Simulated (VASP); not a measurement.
# Cu (P6_3/mmc) in VASP: relaxation of cell and atoms with PBE

Aim: the relaxation of cell and atoms of Cu with PBE.

All numbers are computed with VASP 6.6.1; they aren't measurements. Logs are shortened: lines on timing, memory, paths and dates and some standing lists are left out, and cuts for length are marked.

## (1) The cell of the first run

Symmetry: P6_3/mmc, No. 194, hexagonal system. The conventional cell has a = 2.015 Å, b = 2.015 Å, c = 3.301 Å, α = 90.00°, β = 90.00°, γ = 120.00°. Cu (site symmetry -6m2) has 12 Cu at 2.02 Å within 2.7 Å.

This isn't the form of Cu at room conditions, which is fcc.

## (2) Relaxation of cell and atoms, PBE, target pressure 600 GPa, at which the enthalpy is minimised

INCAR reads:

```
SYSTEM = Cu
ALGO = Normal
EDIFF = 1E-6
EDIFFG = -0.005
ENCUT = 600
GGA = PE
IBRION = 2
ISIF = 3
ISMEAR = -1
LASPH = .TRUE.
LCHARG = .FALSE.
LREAL = .FALSE.
LWAVE = .FALSE.
NELM = 80
NSW = 32
PREC = Accurate
PSTRESS = 6000.0
SIGMA = 0.08
```

KPOINTS reads:

```
k-points
0
G
  22 22 12
  0 0 0
```

POSCAR reads:

```
Cu
1.0
    2.0154021361      0.0000000000      0.0000000000
   -1.0077010681      1.7453894487      0.0000000000
    0.0000000000      0.0000000000      3.3014722823
Cu
2
Direct
    0.3333333333      0.6666666667      0.2500000000
    0.6666666667      0.3333333333      0.7500000000
```

Potentials or basis: VASP PAW PBE potentials, release 64 (Cu).

Started as:

```console
$ cat potpaw_PBE.64/Cu/POTCAR > POTCAR
$ mpirun -np 1 vasp_std > vasp.out
```

OUTCAR:

```text
SYSTEM = Cu
   EDIFF = 1E-6
   EDIFFG = -0.005
   ENCUT = 600
   GGA = PE
   IBRION = 2
   ISIF = 3
   ISMEAR = -1
   LASPH = .TRUE.
   LREAL = .FALSE.
   NELM = 80
   NSW = 32
   PREC = Accurate
   PSTRESS = 6000.0

 ion  position               nearest neighbor table
   1  0.333  0.667  0.250-   2 2.02   2 2.02   2 2.02   2 2.02   2 2.02   2 2.02
   2  0.667  0.333  0.750-   1 2.02   1 2.02   1 2.02   1 2.02   1 2.02   1 2.02

  LATTYP: Found a hexagonal cell.
 ALAT       =     2.0154021361
 C/A-ratio  =     1.6381208609

  Lattice vectors:

 A1 = (   2.0154021361,   0.0000000000,   0.0000000000)
 A2 = (  -1.0077010681,   1.7453894487,   0.0000000000)
 A3 = (   0.0000000000,   0.0000000000,   3.3014722823)

Analysis of symmetry for initial positions (statically):
=====================================================================
 Subroutine PRICEL returns:
 Original cell was already a primitive cell.

 Routine SETGRP: Setting up the symmetry group for a
 hexagonal supercell.

 Subroutine GETGRP returns: Found 24 space group operations
 (whereof 12 operations were pure point group operations)
 out of a pool of 24 trial point group operations.

The static configuration has the point symmetry D_3d.
 The point group associated with its full space group is D_6h.

Analysis of symmetry for dynamics (positions and initial velocities):
=====================================================================
 Subroutine PRICEL returns:
 Original cell was already a primitive cell.

 Routine SETGRP: Setting up the symmetry group for a
 hexagonal supercell.

 Subroutine GETGRP returns: Found 24 space group operations
 (whereof 12 operations were pure point group operations)
 out of a pool of 24 trial point group operations.

The dynamic configuration has the point symmetry D_3d.
 The point group associated with its full space group is D_6h.

 Subroutine INISYM returns: Found 24 space group operations
 (whereof 12 operations are pure point group operations),
 and found     1 'primitive' translations

----------------------------------------------------------------------------------------

                                     Primitive cell

  volume of cell :      11.6135

  direct lattice vectors                    reciprocal lattice vectors
     2.015402136  0.000000000  0.000000000     0.496178893  0.286469017  0.000000000
    -1.007701068  1.745389449  0.000000000     0.000000000  0.572938034  0.000000000
     0.000000000  0.000000000  3.301472282     0.000000000  0.000000000  0.302895168

  length of vectors
     2.015402136  2.015402136  3.301472282     0.572938034  0.572938034  0.302895168

  position of ions in fractional coordinates (direct lattice)
     0.333333333  0.666666667  0.250000000
     0.666666667  0.333333333  0.750000000

  ion indices of the primitive-cell ions
   primitive index   ion index
                 1           1
                 2           2

----------------------------------------------------------------------------------------

 KPOINTS: k-points

Automatic generation of k-mesh.
 Grid dimensions read from file:
 generate k-points for:   22   22   12

 Generating k-lattice:

  Cartesian coordinates                     Fractional coordinates (reciprocal lattice)
     0.022553586  0.013021319  0.000000000     0.045454545  0.000000000  0.000000000
     0.000000000  0.026042638  0.000000000     0.000000000  0.045454545  0.000000000
     0.000000000  0.000000000  0.025241264     0.000000000  0.000000000  0.083333333

  Length of vectors
     0.026042638  0.026042638  0.025241264

  Shift w.r.t. Gamma in fractional coordinates (k-lattice)
     0.000000000  0.000000000  0.000000000

 Subroutine IBZKPT returns following result:
 ===========================================

 Found    364 irreducible k-points:

 Following reciprocal coordinates:
            Coordinates               Weight
  0.000000  0.000000  0.000000      1.000000
  0.045455  0.000000  0.000000      6.000000
  0.090909  0.000000  0.000000      6.000000
  0.136364  0.000000  0.000000      6.000000
  0.181818  0.000000  0.000000      6.000000
  0.227273 -0.000000  0.000000      6.000000
[... 16 lines left out ...]
  0.090909  0.090909  0.000000      6.000000
  0.136364  0.090909  0.000000     12.000000
 [... further k-points ...]
   k-points           NKPTS =    364   k-points in BZ     NKDIM =    364   number of bands    NBANDS=     15
   number of dos      NEDOS =    301   number of ions     NIONS =      2
   total plane-waves  NPLWV =   7168
   dimension x,y,z NGX =    16 NGY =   16 NGZ =   28
   dimension x,y,z NGXF=    32 NGYF=   32 NGZF=   56
   ions per type =               2
   NGX,Y,Z   is equivalent  to a cutoff of  13.20, 13.20, 14.10 a.u.
   NGXF,Y,Z  is equivalent  to a cutoff of  26.40, 26.40, 28.20 a.u.
 SYSTEM =  Cu
   PREC   = accura    normal or accurate (medium, high low for compatibility)
   ISTART =      0    job   : 0-new  1-cont  2-samecut
   ICHARG =      2    charge: 1-file 2-atom 10-const
   ISPIN  =      1    spin polarized calculation?
   LNONCOLLINEAR =      F non collinear calculations
   LSORBIT =      F    spin-orbit coupling
   LASPH  =      T    aspherical Exc in radial PAW
   ENCUT  =  600.0 eV  44.10 Ry    6.64 a.u.   4.03  4.03  6.59*2*pi/ulx,y,z
   NELM   =     80;   NELMIN=  2; NELMDL= -5     # of ELM steps
   EDIFF  = 0.1E-05   stopping-criterion for ELM
   LREAL  =      F    real-space projection
   EDIFFG = -.5E-02   stopping-criterion for IOM
   NSW    =     32    number of steps for IOM
   IBRION =      2    ionic relax: 0-MD 1-quasi-New 2-CG
   NFREE  =      1    steps in history (QN), initial steepest desc. (CG)
   ISIF   =      3    stress and relaxation
   ISYM   =      2    0-nonsym 1-usesym 2-fastsym
   POTIM  = 0.5000    time-step for ionic-motion
   TEBEG  =    0.0;   TEEND  =   0.0 temperature during run
   PSTRESS= 6000.0 pullay stress
   NELECT =      22.0000    total number of electrons
   NUPDOWN=      -1.0000    fix difference up-down
   EMIN   =  10.00;   EMAX   =-10.00  energy-range for DOS
   EFERMI =   0.00;   METHOD = LEGACY
   ISMEAR =    -1;   SIGMA  =   0.08  broadening in eV -4-tet -1-fermi 0-gaus
   EFERMI_NEDOS =   21; number of points for ismear=-14 and -15
   IALGO  =     38    algorithm
   IMIX   =      4    mixing-type and parameters
     AMIX     =   0.40;   BMIX     =  1.00
     AMIX_MAG =   1.60;   BMIX_MAG =  1.00
  volume/ion in A,a.u.               =       5.81        39.19
  Fermi-wavevector in a.u.,A,eV,Ry     =   2.025638  3.827901 55.827548  4.103209
  Thomas-Fermi vector in A             =   3.034833
   LORBIT       =      0    0 simple, 1 ext, 2 COOP (PROOUT), +10 PAW based schemes
   GGA     = PE    functional components
   LHFCALC =     F    Hartree Fock is set to
   AEXX    =    0.0000 exact exchange contribution
   IVDW    =     0    specifies the selected vdW correction
   LEPSILON=     F    determine dielectric tensor
   LRPA    =     F    only Hartree local field effects (RPA)
 conjugate gradient relaxation of ions
 non-spin polarized calculation
  energy-cutoff  :      600.00
  volume of cell :       11.61
 maximum number of plane-waves:       398
   NGX =  9   NGY =  9   NGZ = 13

--------------------------------------- Ionic step        1  -------------------------------------------

 number of electron      21.9999990 magnetization

 Free energy of the ion-electron system (eV)
  ---------------------------------------------------
  ext. energy  EPLUGINS =         0.00000000
  ---------------------------------------------------
  free energy    TOTEN  =         4.15602957 eV

  energy without entropy =        4.16603343  energy(sigma->0) =        4.16103150

------------------------ aborting loop because EDIFF is reached ----------------------------------------

  FORCE on cell =-STRESS in cart. coord.  units (eV):
  Direction    XX          YY          ZZ          XY          YZ          ZX
  --------------------------------------------------------------------------------------
  -------------------------------------------------------------------------------------
  Total       44.1276580     44.1276580     44.1357368     -0.0000000      0.0000000     -0.0000000
  in kB     6087.7911542   6087.7911542   6088.9056934     -0.0000002      0.0000000     -0.0000000
  external PRESSURE =      88.1626672 kB  Pullay stress =    6000.0000000 kB
[... 137 lines left out ...]
  enthalpy is  TOTEN    =        47.6461687103 eV   P V=       43.6549334069

--------------------------------------- Ionic step        5  -------------------------------------------

 number of electron      21.9999986 magnetization

 Free energy of the ion-electron system (eV)
  ---------------------------------------------------
  ext. energy  EPLUGINS =         0.00000000
  ---------------------------------------------------
  free energy    TOTEN  =         3.99038201 eV

  energy without entropy =        4.00042394  energy(sigma->0) =        3.99540297

 E-fermi :  21.0986     XC(G=0): -17.4200

 val. band max:       21.0977326153   @ k =   0.1364   0.0455   0.1667
 cond. band min:      21.1013762776   @ k =   0.2727   0.2273   0.0833
 fundamental gap:      0.0036436623
 Fermi energy:        21.0986363283

 k-point     1 :       0.0000    0.0000    0.0000
  band No.  band energies     occupation
      1       4.4983      2.00000
      2       9.3356      2.00000
      3      13.9548      2.00000
      4      14.1141      2.00000
      5      14.1141      2.00000
      6      14.7676      2.00000
      7      14.7676      2.00000
      8      15.6322      2.00000
      9      15.6323      2.00000
     10      17.2142      2.00000
     11      17.7746      2.00000
     12      17.7746      2.00000
     13      29.8215      0.00000
     14      46.7637      0.00000
     15      51.1714      0.00000
[... 397 lines left out ...]
 k-point    24 :       0.1364    0.0909    0.0000
  band No.  band energies     occupation
      1       6.5514      2.00000
      2      10.5245      2.00000
      3      12.6879      2.00000
      4      12.9454      2.00000
      5      14.2158      2.00000
      6      14.6186      2.00000
      7      15.0268      2.00000
      8      15.4209      2.00000
      9      15.4655      2.00000
     10      16.0256      2.00000
     11      17.9797      2.00000
     12      23.5748      0.00000
     13      29.9235      0.00000
     14      41.6167      0.00000
     15      44.2040      0.00000

 [... further k-points ...]

------------------------ aborting loop because EDIFF is reached ----------------------------------------

  FORCE on cell =-STRESS in cart. coord.  units (eV):
  Direction    XX          YY          ZZ          XY          YZ          ZX
  --------------------------------------------------------------------------------------
  -------------------------------------------------------------------------------------
  Total       43.6519846     43.6519846     43.6524032     -0.0000000      0.0000000      0.0000000
  in kB     5999.4774404   5999.4774403   5999.5349646     -0.0000005      0.0000000      0.0000000
  external PRESSURE =      -0.5033849 kB  Pullay stress =    6000.0000000 kB
[... 17 lines left out ...]
  FREE ENERGIE OF THE ION-ELECTRON SYSTEM (eV)
  ---------------------------------------------------
  free  energy   TOTEN  =         3.9903820106 eV

  energy  without entropy=        4.0004239375  energy(sigma->0) =        3.99540297

  enthalpy is  TOTEN    =        47.6461687824 eV   P V=       43.6557867718

 reached required accuracy - stopping structural energy minimisation
```

It took 3.3 min on 1 thread of AMD EPYC 7R43 (Zen 3), shared host; peak memory 0.14 GiB.

What came out:

- Free energy: 3.9904 eV
- Relaxed volume: 5.83 Å³/atom
- Relaxed cell: a = 2.018 Å, b = 2.018 Å, c = 3.306 Å, α = 90.00°, β = 90.00°, γ = 120.00°
- Space group after relaxing (to 0.1 Å): P6_3/mmc (No. 194)
- Energy change on relaxing (the run minimises the enthalpy): -82.8 meV/atom
- Ionic steps: 5
- Pressure after relaxing: 599.9 GPa
- Band gap on the k mesh: zero (bands 11 and 12 overlap by 10.13 eV)

Step by step:
```csv
step,energy change (eV),largest force (eV/Å),pressure (GPa),volume (Å³)
1,0.0000,0.0000,608.82,11.61
2,-1.8974,0.0000,509.56,12.16
3,-0.1697,0.0000,599.73,11.66
4,-0.1648,0.0000,600.20,11.66
5,-0.1656,0.0000,599.95,11.66
```

Final structure:
```
Cu
1.0
     2.01785    0.00000    0.00000
    -1.00892    1.74751    0.00000
     0.00000    0.00000    3.30593
Cu
2
Direct
  0.33333 0.66667 0.25000
  0.66667 0.33333 0.75000
```

Caveat: the cell is relaxed towards a set pressure, so the run minimises the enthalpy, not the energy.
